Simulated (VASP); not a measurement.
Set up this calculation in VASP 6.6.1, as the native input.

```
Task                   : single point
Functional             : r2SCAN
Potentials or basis    : VASP PAW PBE potentials, release 64 (Gd, O)
Cutoff                 : 520 eV
k mesh                 : 9 × 9 × 9
Occupations            : fermi-dirac, width 0.05 eV
Spin                   : collinear spin, ferromagnetic start
Starting moments       : [7.0, 0.0] μB
Dipole correction      : no
Further INCAR settings : ALGO = Normal; EDIFF = 1e-07; NBANDS = 23
```

Crystal: GdO.

```
Gd O
1.0
     0.00000    2.71788    2.71788
     2.71788    0.00000    2.71788
     2.71788    2.71788    0.00000
Gd O
1 1
Direct
  0.00000 0.00000 0.00000
  0.75000 0.75000 0.75000
```

One way to write it, as run:

POSCAR

```
GdO
1.0
    0.0000000000      2.7178813158      2.7178813158
    2.7178813158      0.0000000000      2.7178813158
    2.7178813158      2.7178813158      0.0000000000
Gd O
1 1
Direct
    0.0000000000      0.0000000000      0.0000000000
    0.7500000000      0.7500000000      0.7500000000
```

INCAR.step1

```
SYSTEM = GdO
ALGO = Normal ; EDIFF = 1E-4
ENCUT = 520 ; GGA = PE
ISMEAR = -1 ; ISPIN = 2
LASPH = .True. ; LCHARG = .False.
LMAXMIX = 6 ; LREAL = .False.
LWAVE = .True. ; MAGMOM = 7 0
NBANDS = 23 ; NELM = 150
PREC = Accurate ; SIGMA = 0.05
```

INCAR.step2

```
SYSTEM = GdO
ALGO = Normal ; EDIFF = 1E-7
ENCUT = 520 ; ISIF = 2
ISMEAR = -1 ; ISPIN = 2
ISTART = 1 ; LASPH = .True.
LCHARG = .False. ; LMAXMIX = 6
LMIXTAU = .True. ; LORBIT = 11
LREAL = .False. ; LWAVE = .False.
MAGMOM = 7 0 ; METAGGA = R2SCAN
NBANDS = 23 ; NELM = 150
PREC = Accurate ; SIGMA = 0.05
```

KPOINTS

```
k-points
0
Gamma
  9 9 9
  0 0 0
```

Potentials or basis: VASP PAW PBE potentials, release 64 (Gd, O).

The run is started by

```bash
$ cat potpaw_PBE.64/Gd/POTCAR potpaw_PBE.64/O/POTCAR > POTCAR
$ cp INCAR.step1 INCAR
$ mpirun -np 1 vasp_std > vasp.out
$ cp INCAR.step2 INCAR
$ mpirun -np 1 vasp_std > vasp.out
```

Results of the run:

```json
{
  "Pressure": "-4.3 GPa",
  "Net moment": "7.94 μB per cell",
  "Site moments": "Gd +6.98; O +0.03 μB",
  "Valence electrons inside the program's atomic spheres": "Gd 15.15; O 5.03"
}
```

Caveat: the cell stands under tension; the PAW data sets were made with another functional, which shifts forces and pressure a little; a cell with one magnetic atom can't hold antiferromagnetic order, which such compounds often take.

It took 7 min on 1 thread of Intel(R) Xeon(R) Platinum 8259CL CPU @ 2.50GHz (Skylake/Cascade Lake), on a shared host, peak memory 0.24 GiB.
